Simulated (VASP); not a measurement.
Here is a VASP 6.6.1 calculation.

File INCAR:

```
SYSTEM = P
ALGO = Normal
EDIFF = 1E-7
EDIFFG = -0.04
ENCUT = 600
GGA = PE
IBRION = 2
ISIF = 3
ISMEAR = 0
LASPH = .TRUE.
LCHARG = .FALSE.
LREAL = .FALSE.
LWAVE = .FALSE.
NELM = 80
NSW = 90
PREC = Accurate
SIGMA = 0.1
```

Contents of KPOINTS:

```
k-points
0
G
  6 6 6
  0 0 0
```

The input POSCAR:

```
P
1.0
    0.0000000000      2.4570522500      5.1319928500
    1.5090408100      0.0000000000      5.1319928500
    1.5090408100      2.4570522500      0.0000000000
P
2
Direct
    0.8691655400      0.8691655400      0.1308344600
    0.1308344600      0.1308344600      0.8691655400
```

Potentials or basis: VASP PAW PBE potentials, release 64 (P).

Launch:

```sh
$ cat potpaw_PBE.64/P/POTCAR > POTCAR
$ mpirun -np 1 vasp_std > vasp.out
```

(1) Predict the space group after relaxing (to 0.1 Å).

(2) Estimate the relaxed volume.

(3) Predict the band gap on the k mesh.

## Answers

(1) Fmmm (No. 69).

(2) 17.15 Å³/atom.

(3) zero (bands 5 and 6 overlap by 8.40 eV).

Caveat: the k points lie up to 0.46 Å⁻¹ apart in the final cell, too coarse for converged energies and pressures of a metal.
